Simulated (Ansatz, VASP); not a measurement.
One calculation of AgCl, two programs

```
Ag Cl
1.0
    -0.00021    2.74979    2.76226
     2.77112   -0.05800    2.82006
     2.70844    2.74490    0.00468
Ag Cl
1 1
Cartesian
  2.7646 2.6864 5.5343
  2.7230 2.7633 2.7685
```

Alike in both runs: task single point; functional PBEsol; k mesh 4 × 4 × 4; occupations fermi-dirac, width 0.05 eV; no spin polarisation.

|  | VASP | Ansatz |
| --- | --- | --- |
| version | VASP 6.6.1 | Ansatz 0.2.0 |
| potentials or method | VASP PAW PBE potentials, release 64 (Ag, Cl), cutoff 520 eV | plane waves, PAW |
| valence electrons in the cell | 18 | 26 |

|  | VASP | Ansatz | Ansatz less VASP |
| --- | --- | --- | --- |
| pressure (GPa) | -2.3 | -2.2 | +0.10 |
| traceless stress, the component that is largest in VASP (GPa) | 0.16 | 0.16 | 0.000 |
| rms of the force components (eV/Å) | 0.023 | 0.023 | +0.0001 |

VASP's potentials were made for PBE, not for PBEsol. Atom by atom the forces differ by 0.000 eV/Å (rms over components). With one functional, cell and mesh, what is left measures potentials, basis and numerics. VASP's potentials hold 18 valence electrons a cell and Ansatz's 26, so a difference there can come from the potentials and not from the codes. Ansatz's warnings: stress scf threshold loose.

The k mesh is coarse, so the values compare programs but aren't converged.
